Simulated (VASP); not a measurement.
Here is a VASP 6.6.1 calculation.

The input INCAR:

```
SYSTEM = Cl
PREC     = Accurate       ! precision mode
ENCUT    = 600            ! plane-wave cutoff, eV
EDIFF    = 1E-6           ! SCF threshold, eV
ISMEAR   = -1             ! smearing method
SIGMA    = 0.1            ! smearing width, eV
LREAL    = .FALSE.        ! projectors in reciprocal space
LASPH    = .TRUE.         ! aspherical terms in the spheres
NELM     = 100            ! most SCF steps
ALGO     = Normal         ! electronic algorithm
ISIF     = 3              ! what is computed and relaxed
LWAVE    = .FALSE.        ! write WAVECAR
LCHARG   = .FALSE.        ! write CHGCAR
GGA      = PS             ! functional
IBRION   = 2              ! ionic algorithm
NSW      = 60             ! ionic steps
EDIFFG   = -0.005         ! ionic threshold
PSTRESS  = 2700.0
```

File KPOINTS:

```
Automatic mesh
0
G
  15 15 15
  0 0 0
```

POSCAR

```
Cl
1.0
    0.0000000000      2.0313361649      2.0313361649
    2.0313361649      0.0000000000      2.0313361649
    2.0313361649      2.0313361649      0.0000000000
Cl
2
Direct
   -0.1250000000     -0.1250000000     -0.1250000000
    0.1250000000      0.1250000000      0.1250000000
```

Potentials or basis: VASP PAW PBE potentials, release 64 (Cl).

Command:

```bash
$ cat potpaw_PBE.64/Cl/POTCAR > POTCAR
$ mpirun -np 1 vasp_std > vasp.out
```

(1) Estimate the relaxed cell.

(2) What does it give for the band gap on the k mesh?

(3) Estimate the relaxed volume.

Results:

(1) a = 2.919 Å, b = 2.919 Å, c = 2.919 Å, α = 60.00°, β = 60.00°, γ = 60.00°.

(2) zero (band 7 reaches 23.32 eV, above the bottom of band 8 at 12.86 eV).

(3) 8.79 Å³/atom.

Caveat: the cell is relaxed towards a set pressure, so the enthalpy falls and the energy may rise; the PAW data sets were made with another functional, which shifts forces and pressure a little.
